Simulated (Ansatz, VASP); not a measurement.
**One calculation of Na, two programs**

File INCAR:

```
SYSTEM = Na
  PREC = Accurate
  ENCUT = 520
  EDIFF = 1E-6
  ISMEAR = 0
  SIGMA = 0.15
  LREAL = .FALSE.
  LASPH = .TRUE.
  NELM = 80
  ALGO = Normal
  ISIF = 2
  LWAVE = .FALSE.
  LCHARG = .FALSE.
  GGA = PS
  NBANDS = 10
```

The input KPOINTS:

```
Automatic mesh
0
G
  18 18 18
  0 0 0
```

POSCAR

```
Na
1.0
   -2.1175000000      2.1175000000      2.1175000000
    2.1175000000     -2.1175000000      2.1175000000
    2.1175000000      2.1175000000     -2.1175000000
Na
1
Direct
    0.0000000000      0.0000000000      0.0000000000
```

Input for Ansatz:

```yaml
crystal:
  lattice:
    - [-2.1175, 2.1175, 2.1175]
    - [2.1175, -2.1175, 2.1175]
    - [2.1175, 2.1175, -2.1175]
  atoms:
    - { symbol: Na, position: [0.0, 0.0, 0.0] }
basis:
  ecutwfc: 420
kpoints:
  mp_grid: { grid: [18, 18, 18] }
hamiltonian:
  xc: pbesol
scf:
  occupations: { method: gaussian, width: 0.15 }
output:
  forces: true
  stress: true
  eigenvalues: true
```

Alike in both runs: task single point; functional PBEsol; k mesh 18 × 18 × 18; occupations gaussian, width 0.15 eV; no spin polarisation.

|  | VASP | Ansatz |
| --- | --- | --- |
| version | VASP 6.6.1 | Ansatz 0.2.0 |
| potentials or method | VASP PAW PBE potentials, release 64 (Na_pv), cutoff 520 eV | scalar-relativistic, plane waves, PAW |
| valence electrons in the cell | 7 | 9 |

|  | VASP | Ansatz | Ansatz less VASP |
| --- | --- | --- | --- |
| gap on the k mesh at the Fermi level (eV) | none | none | - |
| pressure (GPa) | -0.3 | -0.3 | +0.02 |

VASP's potentials were made for PBE, not for PBEsol. A gap of «none» marks a metal or a gap that the smearing closes. VASP's potentials hold 7 valence electrons a cell and Ansatz's 9, so a difference there can come from the potentials and not from the codes.
